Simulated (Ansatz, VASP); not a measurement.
Given: the input of a run of Ansatz 0.2.0 on WS.

input.yaml

```yaml
crystal:
  lattice:
    - [-2.15646527, 2.15646527, 2.47472653]
    - [2.15646527, -2.15646527, 2.47472653]
    - [2.15646527, 2.15646527, -2.47472653]
  atoms:
    - { symbol: W, position: [0.496193, 0.499185, 0.000855] }
    - { symbol: S, position: [0.00257, 0.002956, -0.01707] }
kpoints:
  mp_grid: { grid: [9, 9, 9] }
scf:
  occupations: { method: fermi_dirac, width: 0.05 }
hamiltonian:
  xc: pbe
  pseudopotentials: { kind: all_electron, lapw: { basis_error: 0.001 } }
output:
  forces: true
  stress: true
  eigenvalues: true
  populations: true
```

Potentials or basis: all-electron LAPW, scalar-relativistic.

Run with:

```console
$ ansatz run input.yaml --threads 1 --pin off --max-ram 3072MiB --backend cpu --events-out ev --progress --plain --runs-dir out
```

**Question.** Set up the same calculation for VASP 6.6.1. Potentials there: VASP PAW PBE potentials, release 64 (W_sv, S).

**Answer.** As run (the cutoff follows the program's own potentials):

File INCAR:

```
PREC = Accurate
ENCUT = 520
EDIFF = 1E-6
ISMEAR = -1
SIGMA = 0.05
LREAL = F
LASPH = T
NELM = 100
ALGO = Normal
ISIF = 2
LWAVE = F
LCHARG = T
GGA = PE
LELF = T
LVHAR = T
NBANDS = 17
```

Contents of KPOINTS:

```
Automatic mesh
0
Gamma
  9 9 9
```

Contents of POSCAR:

```
WS
1.0
   -2.1564652700      2.1564652700      2.4747265300
    2.1564652700     -2.1564652700      2.4747265300
    2.1564652700      2.1564652700     -2.4747265300
W S
1 1
Direct
    0.4961930000      0.4991850000      0.0008550000
    0.0025700000      0.0029560000     -0.0170700000
```

Potentials or basis: VASP PAW PBE potentials, release 64 (W_sv, S).

Run with:

```sh
$ cat potpaw_PBE.64/W_sv/POTCAR potpaw_PBE.64/S/POTCAR > POTCAR
$ mpirun -np 1 vasp_std > vasp.out
```

Both were run:

|  | VASP | Ansatz | Ansatz less VASP |
| --- | --- | --- | --- |
| gap on the k mesh at the Fermi level (eV) | none | none | - |
| pressure (GPa) | -23.2 | -23.2 | -0.02 |
| traceless stress, the component that is largest in VASP (GPa) | -4.45 | -4.51 | -0.063 |
| rms of the force components (eV/Å) | 0.178 | 0.179 | +0.0009 |

Atom by atom the forces differ by 0.001 eV/Å (rms over components). A gap of «none» marks a metal or a gap that the smearing closes. Ansatz ran all-electron here, and VASP with PAW potentials.

Neither program's run includes spin-orbit coupling.
